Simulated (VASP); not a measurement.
**SiO2: single point with PBE**

SiO2:

```
Si O
1.0
    -2.64506    4.29903    4.56427
     2.64506   -4.29903    4.56427
     2.64506    4.29903   -4.56427
Si O
4 8
Direct
  0.89581 0.83379 0.06202
  0.72823 0.16621 0.56202
  0.10419 0.16621 0.93798
  0.27177 0.83379 0.43798
  0.08466 0.83466 0.25000
  0.91534 0.16534 0.75000
  0.74737 0.50000 0.74737
  0.25263 0.00000 0.75263
  0.25263 0.50000 0.25263
  0.74737 0.00000 0.24737
  0.00000 0.00000 0.00000
  0.50000 0.00000 0.50000
```

This cell differs from its parent crystal: volume scaled by 0.91, then relaxed in part.

| Quantity | Value |
| --- | --- |
| Program | VASP 6.6.1 |
| Task | single point |
| Functional | PBE |
| Potentials or basis | VASP PAW PBE potentials, release 64 (Si, O) |
| Cutoff | 520 eV |
| k mesh | 6 × 6 × 6 |
| Occupations | gaussian, width 0.02 eV |
| Spin | no spin polarisation |
| Dipole correction | no |
| Further INCAR settings | ALGO = Normal; EDIFF = 1e-06; NBANDS = 44 |

```
Pressure               : 1.1 GPa
Largest force          : 0.038 eV/Å
Band gap on the k mesh : 5.39 eV, indirect (least direct gap 5.39 eV)
```

Forces on the atoms (eV/Å):
```
Si   0.000 -0.031  0.022
Si   0.000 -0.031 -0.022
Si   0.000  0.031 -0.022
Si   0.000  0.031  0.022
O    0.000  0.000 -0.007
O    0.000  0.000  0.007
O    0.000  0.008  0.000
O    0.000 -0.008  0.000
O    0.000 -0.008  0.000
O    0.000  0.008  0.000
O    0.000  0.000  0.000
O    0.000  0.000  0.000
```

Stress tensor (GPa, compression positive):
```
1.17 0.00 0.00
0.00 0.99 0.00
0.00 0.00 1.08
```

Levels at points of the mesh, in eV from the valence-band top:
| k point | band 28 | band 29 | band 30 | band 31 | band 32 | band 33 | band 34 | band 35 | band 36 | band 37 |
| --- | --- | --- | --- | --- | --- | --- | --- | --- | --- | --- |
| (0.00, 0.00, 0.00) | -1.23 | -0.75 | -0.65 | -0.53 | -0.01 | 5.39 | 8.29 | 8.65 | 8.87 | 9.10 |
| (0.50, 0.00, 0.00) | -0.92 | -0.68 | -0.54 | -0.37 | -0.29 | 6.54 | 6.96 | 8.54 | 8.84 | 9.28 |
| (0.00, 0.50, 0.00) | -1.25 | -0.96 | -0.79 | -0.75 | -0.27 | 7.54 | 7.75 | 8.56 | 8.60 | 9.31 |
| (0.50, 0.50, 0.00) | -1.31 | -0.87 | -0.87 | -0.56 | -0.56 | 7.71 | 7.71 | 8.72 | 8.72 | 8.98 |
| (0.50, 0.50, 0.50) | -1.29 | -0.68 | -0.47 | -0.35 | 0.00 | 7.47 | 7.47 | 7.77 | 8.16 | 8.45 |

Wall time 17 min on 1 thread of Oxide Virtual Turin-like Processor, with other jobs on the host, peak memory 0.53 GiB.

 A k mesh can miss the band edges.
